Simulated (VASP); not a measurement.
Here is a VASP 6.6.1 calculation.

File POSCAR:

```
Fe2Si
1.0
   -1.3474840000      1.3474840000      4.4525680000
    1.3474840000     -1.3474840000      4.4525680000
    1.3474840000      1.3474840000     -4.4525680000
Fe Si
2 1
Direct
    0.3396320000      0.3396320000      0.0000000000
    0.6603680000      0.6603680000      0.0000000000
    0.0000000000      0.0000000000      0.0000000000
```

Contents of INCAR.step1:

```
SYSTEM = Fe2Si
PREC     = Accurate       ! precision mode
ENCUT    = 520            ! plane-wave cutoff, eV
ISMEAR   = 0              ! smearing method
SIGMA    = 0.1            ! smearing width, eV
LREAL    = .FALSE.        ! projectors in reciprocal space
LASPH    = .TRUE.         ! aspherical terms in the spheres
NELM     = 100            ! most SCF steps
NBANDS   = 17             ! bands
GGA      = PE             ! functional
ALGO     = Normal         ! electronic algorithm
EDIFF    = 1E-4           ! SCF threshold, eV
LWAVE    = .TRUE.         ! write WAVECAR
LCHARG   = .FALSE.        ! write CHGCAR
```

File INCAR.step2:

```
SYSTEM = Fe2Si
PREC     = Accurate       ! precision mode
ENCUT    = 520            ! plane-wave cutoff, eV
EDIFF    = 1E-7           ! SCF threshold, eV
ISMEAR   = 0              ! smearing method
SIGMA    = 0.1            ! smearing width, eV
LREAL    = .FALSE.        ! projectors in reciprocal space
LASPH    = .TRUE.         ! aspherical terms in the spheres
NELM     = 100            ! most SCF steps
ALGO     = Normal         ! electronic algorithm
ISIF     = 2              ! what is computed and relaxed
LWAVE    = .FALSE.        ! write WAVECAR
LCHARG   = .TRUE.         ! write CHGCAR
METAGGA  = R2SCAN         ! meta-GGA
LMIXTAU  = .TRUE.       
LELF     = .TRUE.         ! ELF
LVHAR    = .TRUE.       
NBANDS   = 17             ! bands
ISTART   = 1
```

The input KPOINTS:

```
regular mesh
0
G
  22 22 22
  0 0 0
```

Potentials or basis: VASP PAW PBE potentials, release 64 (Fe, Si).

Command:

```bash
$ cat potpaw_PBE.64/Fe/POTCAR potpaw_PBE.64/Si/POTCAR > POTCAR
$ cp INCAR.step1 INCAR
$ mpirun -np 1 vasp_std > vasp.out
$ cp INCAR.step2 INCAR
$ mpirun -np 1 vasp_std > vasp.out
```

Task: Predict the band gap on the k mesh.

Result: Zero (bands 10 and 11 overlap by 1.09 eV).

Task: Estimate the pressure.

Result: -12.6 GPa.

Task: Predict the largest force.

Result: 0.742 eV/Å.

Forces in eV/Å, atoms in the order of the input:
```
Fe   0.000  0.000  0.742
Fe   0.000  0.000 -0.742
Si   0.000  0.000  0.000
```

Caveat: the stress differs along the axes, from -18 to -10 GPa; the PAW data sets were made with another functional, which shifts forces and pressure a little; the run has no spin polarisation, though such a crystal can be magnetic. Spin polarisation is off, so any magnetic state and its effect on volume and gap are missing.
